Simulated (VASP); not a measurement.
## KI: single point with PBE

KI:

```xyz
2
Lattice="0.0000 3.5246 3.5246 3.5246 0.0000 3.5246 3.5246 3.5246 0.0000" Properties=species:S:1:pos:R:3 pbc="T T T"
K     0.0000    0.0000    0.0000
I     3.5246    3.5246    3.4996
```

This cell differs from its parent crystal: all I atoms moved +0.025 Å, as atom 2 towards its neighbour atom 1 (K) at 3.525 Å.

* Program: VASP 6.6.1
* Task: single point
* Functional: PBE
* Potentials or basis: VASP PAW PBE potentials, release 64 (K_sv, I)
* Cutoff: 520 eV
* k mesh: 6 × 6 × 6
* Occupations: gaussian, width 0.05 eV
* Spin: no spin polarisation
* Dipole correction: no
* Further INCAR settings: ALGO = Normal; EDIFF = 1e-07; NBANDS = 15

```yaml
Pressure: 0.7 GPa
Largest_force: 0.028 eV/Å
Band_gap_on_the_k_mesh: 3.98 eV, direct
```

Forces in eV/Å, atoms in the order of the input:
```
K    0.000  0.000 -0.028
I    0.000  0.000  0.028
```

Levels at points of the mesh, in eV from the valence-band top:
```
           k point  band 5  band 6  band 7  band 8  band 9  band 10  band 11  band 12
(0.00, 0.00, 0.00)  -10.51    0.00    0.00    0.00    3.98     6.49     6.49     6.49
(0.50, 0.00, 0.00)  -10.23   -1.34   -0.34   -0.34    5.53     7.73     8.16     8.16
(0.50, 0.50, 0.00)  -10.37   -1.01   -0.37   -0.37    4.92     5.78     8.10     8.70
(0.00, 0.50, 0.50)  -10.37   -1.01   -0.37   -0.37    4.92     5.78     8.10     8.74
```

Run time: 110 s on 1 thread of AMD EPYC 7R13, on a shared host, peak memory 0.22 GiB.

Caveat: the cell differs from its parent crystal (all I atoms moved +0.025 Å, as atom 2 towards its neighbour atom 1 (K) at 3.525 Å); spin-orbit coupling is left out, which moves the levels of the heavy elements.
